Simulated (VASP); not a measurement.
# Tm3C2 (P-4m2) in VASP: a series of runs

The runs below take Tm3C2 through single point, relaxation of cell and atoms, with PBE.

All numbers are computed with VASP 6.6.1; they aren't measurements. Logs are shortened: lines on timing, memory, paths and dates and some standing lists are left out, and cuts for length are marked.

### 1 The cell of the first run

The structure is tetragonal, space group P-4m2 (No. 115). The conventional cell has a = 3.509 Å, b = 3.509 Å, c = 6.967 Å, α = 90.00°, β = 90.00°, γ = 90.00°. Within 3.3 Å of Tm (site symmetry 2mm) lie 5 C at 2.51 to 2.52 Å and 6 Tm at 3.02 to 3.22 Å. Within 3.6 Å of Tm (site symmetry -4m2) lie 4 C at 2.66 Å and 8 Tm at 3.02 to 3.51 Å. Within 3.3 Å of C (site symmetry 2mm) lie 7 Tm at 2.51 to 2.66 Å.

The cell was generated, and may not be a known phase.

### 2 Single point, PBE

Input file INCAR:

```
SYSTEM = Tm3C2
ALGO = Normal
EDIFF = 1E-6
ENCUT = 600
GGA = PE
GGA_COMPAT = .False.
ISIF = 2
ISMEAR = 0
LASPH = .True.
LCHARG = .False.
LMAXMIX = 6
LREAL = .False.
LWAVE = .False.
NBANDS = 26
NELM = 200
PREC = Accurate
SIGMA = 0.1
```

Input file KPOINTS:

```
k-points
0
Gamma
  10 10 6
  0 0 0
```

Input file POSCAR:

```
Tm3C2
1.0
    3.5089660587      0.0000000000      0.0000000000
    0.0000000000      3.5089660587      0.0000000000
    0.0000000000      0.0000000000      6.9671518862
Tm C
3 2
Direct
    0.0000000000      0.5000000000      0.3531024767
    0.5000000000      0.0000000000      0.6468975233
    0.5000000000      0.5000000000      0.0000000000
    0.5000000000      0.0000000000      0.2873228303
    0.0000000000      0.5000000000      0.7126771697
```

Potentials or basis: VASP PAW PBE potentials, release 64 (Tm_3, C), 4f in core.

Started as:

```console
$ cat potpaw_PBE.64/Tm_3/POTCAR potpaw_PBE.64/C/POTCAR > POTCAR
$ mpirun -np 1 vasp_std > vasp.out
```

OUTCAR:

```text
SYSTEM = Tm3C2
   EDIFF = 1E-6
   ENCUT = 600
   GGA = PE
   ISIF = 2
   ISMEAR = 0
   LASPH = .True.
   LREAL = .False.
   NELM = 200
   PREC = Accurate

 ion  position               nearest neighbor table
   1  0.000  0.500  0.353-   5 2.51   4 2.52   4 2.52   4 2.52   4 2.52   3 3.02   3 3.02   2 3.22
                             2 3.22   2 3.22   2 3.22
   2  0.500  0.000  0.647-   4 2.51   5 2.52   5 2.52   5 2.52   5 2.52   3 3.02   3 3.02   1 3.22
                             1 3.22   1 3.22   1 3.22
   3  0.500  0.500  0.000-   4 2.66   5 2.66   4 2.66   5 2.66   2 3.02   1 3.02   1 3.02   2 3.02

   4  0.500  0.000  0.287-   2 2.51   1 2.52   1 2.52   1 2.52   1 2.52   3 2.66   3 2.66
   5  0.000  0.500  0.713-   1 2.51   2 2.52   2 2.52   2 2.52   2 2.52   3 2.66   3 2.66

  LATTYP: Found a simple tetragonal cell.
 ALAT       =     3.5089660587
 C/A-ratio  =     1.9855284348

  Lattice vectors:

 A1 = (   3.5089660587,   0.0000000000,   0.0000000000)
 A2 = (   0.0000000000,   3.5089660587,   0.0000000000)
 A3 = (   0.0000000000,   0.0000000000,   6.9671518862)

Analysis of symmetry for initial positions (statically):
=====================================================================
 Subroutine PRICEL returns:
 Original cell was already a primitive cell.

 Routine SETGRP: Setting up the symmetry group for a
 simple tetragonal supercell.

 Subroutine GETGRP returns: Found  8 space group operations
 (whereof  8 operations were pure point group operations)
 out of a pool of 16 trial point group operations.

The static configuration has the point symmetry D_2d.

Analysis of symmetry for dynamics (positions and initial velocities):
=====================================================================
 Subroutine PRICEL returns:
 Original cell was already a primitive cell.

 Routine SETGRP: Setting up the symmetry group for a
 simple tetragonal supercell.

 Subroutine GETGRP returns: Found  8 space group operations
 (whereof  8 operations were pure point group operations)
 out of a pool of 16 trial point group operations.

The dynamic configuration has the point symmetry D_2d.

 Subroutine INISYM returns: Found  8 space group operations
 (whereof  8 operations are pure point group operations),
 and found     1 'primitive' translations

----------------------------------------------------------------------------------------

                                     Primitive cell

  volume of cell :      85.7854

  direct lattice vectors                    reciprocal lattice vectors
     3.508966059  0.000000000  0.000000000     0.284984233  0.000000000  0.000000000
     0.000000000  3.508966059  0.000000000     0.000000000  0.284984233  0.000000000
     0.000000000  0.000000000  6.967151886     0.000000000  0.000000000  0.143530673

  length of vectors
     3.508966059  3.508966059  6.967151886     0.284984233  0.284984233  0.143530673

  position of ions in fractional coordinates (direct lattice)
     0.000000000  0.500000000  0.353102477
     0.500000000  0.000000000  0.646897523
     0.500000000  0.500000000  0.000000000
     0.500000000  0.000000000  0.287322830
     0.000000000  0.500000000  0.712677170

  ion indices of the primitive-cell ions
   primitive index   ion index
                 1           1
                 2           2
                 3           3
                 4           4
                 5           5

----------------------------------------------------------------------------------------

 KPOINTS: k-points

Automatic generation of k-mesh.
 Grid dimensions read from file:
 generate k-points for:   10   10    6

 Generating k-lattice:

  Cartesian coordinates                     Fractional coordinates (reciprocal lattice)
     0.028498423  0.000000000  0.000000000     0.100000000  0.000000000  0.000000000
     0.000000000  0.028498423  0.000000000     0.000000000  0.100000000  0.000000000
     0.000000000  0.000000000  0.023921779     0.000000000  0.000000000  0.166666667

  Length of vectors
     0.028498423  0.028498423  0.023921779

  Shift w.r.t. Gamma in fractional coordinates (k-lattice)
     0.000000000  0.000000000  0.000000000

 Subroutine IBZKPT returns following result:
 ===========================================

 Found     84 irreducible k-points:

 Following reciprocal coordinates:
            Coordinates               Weight
  0.000000  0.000000  0.000000      1.000000
  0.100000  0.000000  0.000000      4.000000
  0.200000  0.000000  0.000000      4.000000
  0.300000  0.000000  0.000000      4.000000
  0.400000  0.000000  0.000000      4.000000
  0.500000  0.000000  0.000000      2.000000
[... 16 lines left out ...]
  0.100000  0.000000  0.166667      8.000000
  0.200000  0.000000  0.166667      8.000000
 [... further k-points ...]
   k-points           NKPTS =     84   k-points in BZ     NKDIM =     84   number of bands    NBANDS=     26
[... 40 lines left out ...]
  Thomas-Fermi vector in A             =   2.349635
   LORBIT       =      0    0 simple, 1 ext, 2 COOP (PROOUT), +10 PAW based schemes
   GGA     = PE    functional components
   LHFCALC =     F    Hartree Fock is set to
   AEXX    =    0.0000 exact exchange contribution
   IVDW    =     0    specifies the selected vdW correction
   LEPSILON=     F    determine dielectric tensor
   LRPA    =     F    only Hartree local field effects (RPA)
 non-spin polarized calculation
 Gauss-broadening in eV      SIGMA  =   0.10
  energy-cutoff  :      600.00
  volume of cell :       85.79
 maximum number of plane-waves:      2896
   NGX = 15   NGY = 15   NGZ = 27

 number of electron      34.9999997 magnetization

 Free energy of the ion-electron system (eV)
  ---------------------------------------------------
  ext. energy  EPLUGINS =         0.00000000
  ---------------------------------------------------
  free energy    TOTEN  =       -31.64422479 eV

  energy without entropy =      -31.62665300  energy(sigma->0) =      -31.63543889

 E-fermi :   4.1984     XC(G=0): -11.0375

 val. band max:        4.1974560528   @ k =   0.3000   0.0000   0.3333
 cond. band min:       4.1985258881   @ k =   0.5000   0.5000   0.3333
 fundamental gap:      0.0010698353
 Fermi energy:         4.1983533711

 k-point     1 :       0.0000    0.0000    0.0000
  band No.  band energies     occupation
      1     -21.4819      2.00000
      2     -21.1732      2.00000
      3     -21.1732      2.00000
      4     -20.7456      2.00000
      5     -20.1770      2.00000
      6     -20.1770      2.00000
[... 18 lines left out ...]
     25       8.2029      0.00000
     26       8.9993      0.00000

 k-point     2 :       0.1000    0.0000    0.0000
  band No.  band energies     occupation
      1     -21.4810      2.00000
      2     -21.2133      2.00000
      3     -21.1702      2.00000
      4     -20.7294      2.00000
      5     -20.2242      2.00000
      6     -20.1672      2.00000
[... 18 lines left out ...]
     25       8.0245      0.00000
     26       8.3613      0.00000

 k-point     3 :       0.2000    0.0000    0.0000
  band No.  band energies     occupation
      1     -21.4806      2.00000
      2     -21.3090      2.00000
      3     -21.1624      2.00000
      4     -20.6963      2.00000
      5     -20.3156      2.00000
      6     -20.1397      2.00000
[... 18 lines left out ...]
     25       8.1051      0.00000
     26       8.7365      0.00000

 k-point     4 :       0.3000    0.0000    0.0000
  band No.  band energies     occupation
      1     -21.4852      2.00000
      2     -21.4160      2.00000
      3     -21.1527      2.00000
      4     -20.6703      2.00000
      5     -20.4056      2.00000
      6     -20.1559      2.00000
[... 18 lines left out ...]
     25       8.7678      0.00000
     26       9.0533      0.00000
[... 496 lines left out ...]
      1     -21.4982      2.00000
      2     -21.1723      2.00000
      3     -21.1723      2.00000
      4     -20.6940      2.00000
      5     -20.1822      2.00000
      6     -20.1822      2.00000
[... 18 lines left out ...]
     25       8.2580      0.00000
     26       9.0934      0.00000

 k-point    23 :       0.1000    0.0000    0.1667
  band No.  band energies     occupation
      1     -21.4942      2.00000
      2     -21.2117      2.00000
      3     -21.1694      2.00000
      4     -20.6848      2.00000
      5     -20.2435      2.00000
      6     -20.1721      2.00000
[... 18 lines left out ...]
     25       8.1650      0.00000
     26       8.6761      0.00000

 k-point    24 :       0.2000    0.0000    0.1667
  band No.  band energies     occupation
      1     -21.4857      2.00000
      2     -21.3074      2.00000
      3     -21.1618      2.00000
      4     -20.6684      2.00000
      5     -20.3471      2.00000
      6     -20.1437      2.00000
[... 18 lines left out ...]
     25       8.0864      0.00000
     26       8.9773      0.00000

 [... further k-points ...]
[... 5 lines left out ...]
  --------------------------------------------------------------------------------------
  -------------------------------------------------------------------------------------
  Total        0.5327149      0.5327149      0.3482484      0.0000000      0.0000000      0.0000000
  in kB        9.9492837      9.9492837      6.5040832      0.0000000      0.0000000      0.0000000
  external PRESSURE =       8.8008836 kB  Pullay stress =       0.0000000 kB

 VOLUME and BASIS-vectors are now :
 -----------------------------------------------------------------------------
  energy-cutoff  :      600.00
  volume of cell :       85.79
      direct lattice vectors                 reciprocal lattice vectors
     3.508966059  0.000000000  0.000000000     0.284984233  0.000000000  0.000000000
     0.000000000  3.508966059  0.000000000     0.000000000  0.284984233  0.000000000
     0.000000000  0.000000000  6.967151886     0.000000000  0.000000000  0.143530673

 POSITION                                       TOTAL-FORCE (eV/Angst)
 -----------------------------------------------------------------------------------
      0.00000      1.75448      2.46012         0.000000      0.000000     -0.024898
      1.75448      0.00000      4.50703         0.000000      0.000000      0.024898
      1.75448      1.75448      0.00000         0.000000     -0.000000      0.000000
      1.75448      0.00000      2.00182        -0.000000      0.000000     -0.019840
      0.00000      1.75448      4.96533         0.000000      0.000000      0.019840
 -----------------------------------------------------------------------------------
    total drift:                                0.000000      0.000000      0.000000

  FREE ENERGIE OF THE ION-ELECTRON SYSTEM (eV)
  ---------------------------------------------------
  free  energy   TOTEN  =       -31.6442247870 eV

  energy  without entropy=      -31.6266530024  energy(sigma->0) =      -31.63543889
```

It took 88 s on 1 thread of Intel Xeon 6975P-C (Granite Rapids), shared host; peak memory 0.33 GiB.

Results:

- Free energy: -31.6442 eV
- Pressure: 0.9 GPa
- Largest force: 0.025 eV/Å
- Band gap on the k mesh: zero (an odd number of electrons rules out a gap without spin polarisation)

Forces on the atoms (eV/Å):
```
Tm   0.000  0.000 -0.025
Tm   0.000  0.000  0.025
Tm   0.000  0.000  0.000
C    0.000  0.000 -0.020
C    0.000  0.000  0.020
```

Caveat: spin-orbit coupling is left out, which moves the levels of the heavy elements; the 4f electrons are frozen in the core, so they carry no moment and show no levels. Spin polarisation is off, so any magnetic state and its effect on volume and gap are missing.

### 3 Relaxation of cell and atoms, PBE

This run uses another cell than the first one, of 17.92 Å³/atom.

Input file INCAR:

```
  ALGO = Normal
  EDIFF = 1E-7
  EDIFFG = -0.04
  ENCUT = 600
  GGA = PE
  GGA_COMPAT = F
  IBRION = 2
  ISIF = 3
  ISMEAR = 0
  LASPH = T
  LCHARG = F
  LMAXMIX = 6
  LREAL = F
  LWAVE = F
  NELM = 200
  NELMIN = 4
  NSW = 90
  PREC = Accurate
  SIGMA = 0.1
```

Input file KPOINTS:

```
k-points
0
Gamma
  6 6 4
```

Input file POSCAR:

```
Tm3C2
1.0
    3.5258614800      0.0000000000      0.0000000000
    0.0000000000      3.5258614800      0.0000000000
    0.0000000000      0.0000000000      7.2070702800
Tm C
3 2
Direct
    0.0000000000      0.5000000000      0.3652538100
    0.5000000000      0.0000000000      0.6347461900
    0.5000000000      0.5000000000      0.0000000000
    0.5000000000      0.0000000000      0.2621575700
    0.0000000000      0.5000000000      0.7378424300
```

Potentials or basis: VASP PAW PBE potentials, release 64 (Tm_3, C), 4f in core.

Started as:

```console
$ cat potpaw_PBE.64/Tm_3/POTCAR potpaw_PBE.64/C/POTCAR > POTCAR
$ mpirun -np 1 vasp_std > vasp.out
```

Wall time 3.9 min (1 thread of Intel Xeon 6975P-C (Granite Rapids), shared host); peak memory 0.24 GiB.

The run converged. Its results:

```yaml
Free_energy: -31.6233 eV
Relaxed_volume: 17.35 Å³/atom
Relaxed_cell: a = 3.520 Å, b = 3.520 Å, c = 7.004 Å, α = 90.00°, β = 90.00°, γ = 90.00°
Space_group_after_relaxing_to_0.1_Å: P-4m2 (No. 115)
Energy_gained_by_relaxing: 53.3 meV/atom
Ionic_steps: 10
Pressure_after_relaxing: -0.3 GPa
Largest_force_after_relaxing: 0.021 eV/Å
Band_gap_on_the_k_mesh: zero (an odd number of electrons rules out a gap without spin polarisation)
```

Forces in eV/Å, atoms in the order of the input:
```
Tm   0.000  0.000  0.005
Tm   0.000  0.000 -0.005
Tm   0.000  0.000  0.000
C    0.000  0.000  0.021
C    0.000  0.000 -0.021
```

Stress tensor (GPa, compression positive):
```
-0.22  0.00  0.00
 0.00 -0.22  0.00
 0.00  0.00 -0.33
```

Step by step:
| step | energy change (eV) | largest force (eV/Å) | pressure (GPa) | volume (Å³) |
| --- | --- | --- | --- | --- |
| 1 | 0.0000 | 1.0011 | -3.93 | 89.60 |
| 2 | -0.1709 | 0.4334 | 2.18 | 83.98 |
| 3 | -0.1710 | 0.4123 | 2.40 | 83.79 |
| 4 | -0.2197 | 0.3482 | 0.16 | 85.49 |
| 5 | -0.2204 | 0.3380 | -0.13 | 85.70 |
| 6 | -0.2359 | 0.2740 | -0.13 | 85.84 |
| 7 | -0.2633 | 0.0905 | 0.04 | 86.26 |
| 8 | -0.2657 | 0.0919 | 0.17 | 86.44 |
| 9 | -0.2659 | 0.0865 | 0.14 | 86.40 |
| 10 | -0.2665 | 0.0210 | -0.26 | 86.77 |

Final structure:
```yaml
crystal:
  lattice:
    - [3.51990, 0.00000, 0.00000]
    - [0.00000, 3.51990, 0.00000]
    - [0.00000, 0.00000, 7.00365]
  atoms:
    - { symbol: Tm, position: [0.00000, 0.50000, 0.35290] }
    - { symbol: Tm, position: [0.50000, 0.00000, 0.64710] }
    - { symbol: Tm, position: [0.50000, 0.50000, 0.00000] }
    - { symbol: C, position: [0.50000, 0.00000, 0.28596] }
    - { symbol: C, position: [0.00000, 0.50000, 0.71404] }
```

Levels at points of the mesh, in eV from the Fermi level:
| k point | band 15 | band 16 | band 17 | band 18 | band 19 | band 20 |
| --- | --- | --- | --- | --- | --- | --- |
| (0.00, 0.00, 0.00) | -0.79 | -0.79 | -0.28 | -0.08 | 0.46 | 0.46 |
| (0.50, 0.00, 0.00) | -2.11 | -2.00 | -1.56 | -0.39 | 0.33 | 2.14 |
| (0.50, 0.50, 0.00) | -2.03 | -1.46 | -1.44 | -0.26 | -0.21 | 1.82 |
| (0.00, 0.00, 0.50) | -0.45 | -0.45 | 0.02 | 0.10 | 0.10 | 0.54 |
| (0.50, 0.00, 0.50) | -2.01 | -1.87 | -1.61 | 0.36 | 0.60 | 2.30 |
| (0.50, 0.50, 0.50) | -1.52 | -1.18 | -1.15 | 0.17 | 0.18 | 1.02 |

Caveat: spin-orbit coupling is left out, which moves the levels of the heavy elements; the 4f electrons are frozen in the core, so they carry no moment and show no levels. Spin polarisation is off, so any magnetic state and its effect on volume and gap are missing.

### 4 Single point, PBE

This run uses another cell than the first one: it holds 10 atoms, not 5.

Input file INCAR:

```
SYSTEM = Tm3C2
PREC = Accurate
ENCUT = 600
EDIFF = 1E-6
ISMEAR = 0
SIGMA = 0.2
LREAL = .False.
LASPH = .True.
NELM = 200
ALGO = Normal
ISIF = 2
LWAVE = .False.
LCHARG = .False.
GGA = PE
NBANDS = 46
GGA_COMPAT = .False.
LMAXMIX = 6
```

Input file KPOINTS:

```
Automatic mesh
0
Gamma
  6 4 4
  0 0 0
```

Input file POSCAR:

```
Tm3C2
1.0
   -3.5089660587      0.0000000000      0.0000000000
    0.0000000000      0.0000000000     -6.9671518862
    0.0000000000     -7.0179321174      0.0000000000
Tm C
6 4
Direct
    1.0000000000      0.6468975233      0.7500000000
    1.0000000000      0.6468975233      0.2500000000
    0.5000000000      0.3531024767      0.5000000000
    0.5000000000      0.3531024767      1.0000000000
    0.5000000000      0.0000000000      0.7500000000
    0.5000000000      0.0000000000      0.2500000000
    0.5000000000      0.7126771697      0.5000000000
    0.5000000000      0.7126771697      1.0000000000
    1.0000000000      0.2873228303      0.7500000000
    1.0000000000      0.2873228303      0.2500000000
```

Started as:

```console
$ cat potpaw_PBE.64/Tm_3/POTCAR potpaw_PBE.64/C/POTCAR > POTCAR
$ mpirun -np 1 vasp_std > vasp.out
```

Wall time 3.6 min (1 thread of Intel Xeon 6975P-C (Granite Rapids), shared host); peak memory 0.45 GiB.

The run converged. Its results:

```yaml
Free_energy: -63.3163 eV
Pressure: 1.0 GPa
Largest_force: 0.085 eV/Å
Band_gap_on_the_k_mesh: zero (bands 35 and 36 overlap by 0.94 eV)
```

Forces in eV/Å, atoms in the order of the input:
```
Tm   0.000  0.000  0.034
Tm   0.000  0.000  0.034
Tm   0.000  0.000 -0.032
Tm   0.000  0.000 -0.032
Tm   0.000  0.000  0.001
Tm   0.000  0.000  0.001
C    0.000  0.000 -0.085
C    0.000  0.000 -0.085
C    0.000  0.000  0.082
C    0.000  0.000  0.082
```

Stress tensor (GPa, compression positive):
```
0.91 0.00 0.00
0.00 1.08 0.00
0.00 0.00 0.93
```

Levels at points of the mesh, in eV from the Fermi level:
```tsv
k point	band 33	band 34	band 35	band 36	band 37	band 38
(0.00, 0.00, 0.00)	-0.80	-0.40	-0.29	-0.07	0.34	0.46
(0.50, 0.00, 0.00)	-1.47	-1.43	-0.40	-0.27	-0.21	0.34
(0.00, 0.50, 0.00)	-0.45	0.00	0.09	0.10	0.38	0.57
(0.50, 0.50, 0.00)	-1.17	-1.14	0.19	0.21	0.37	0.62
(0.00, 0.00, 0.50)	-0.70	-0.70	-0.30	-0.30	0.39	0.39
(0.50, 0.00, 0.50)	-1.16	-1.16	-0.17	-0.17	0.50	0.50
(0.00, 0.50, 0.50)	-0.88	-0.88	0.06	0.06	0.77	0.77
(0.50, 0.50, 0.50)	-1.32	-1.32	0.64	0.64	0.79	0.79
```

Caveat: spin-orbit coupling is left out, which moves the levels of the heavy elements; the 4f electrons are frozen in the core, so they carry no moment and show no levels. Spin polarisation is off, so any magnetic state and its effect on volume and gap are missing.

### 5 The runs side by side

| task | cell | k mesh | smearing | gap on the mesh (eV) | pressure (GPa) | largest force (eV/Å) |
| --- | --- | --- | --- | --- | --- | --- |
| single point | a = 3.509, b = 3.509, c = 6.967 Å, 5 atoms, atomic positions A | 10 × 10 × 6 | gaussian 0.1 eV | none | 0.9 | 0.02 |
| relaxation of cell and atoms | relaxed from a = 3.526, b = 3.526, c = 7.207 Å, 5 atoms, atomic positions B | 6 × 6 × 4 | gaussian 0.1 eV | none | -0.3 | 0.02 |
| single point | a = 3.509, b = 6.967, c = 7.018 Å, 10 atoms, atomic positions C | 6 × 4 × 4 | gaussian 0.2 eV | none | 1.0 | 0.08 |

Alike in all rows: level PBE; potentials or basis VASP PAW PBE potentials, release 64 (Tm_3, C), 4f in core; no spin polarisation; cutoff (eV) 600.

Caveats: spin-orbit coupling is left out, which moves the levels of the heavy elements; the 4f electrons are frozen in the core, so they carry no moment and show no levels.

Absolute energies hang on the potentials; compare differences alone.

The gap in the log of VASP goes by the Fermi energy; the results here count the filled bands.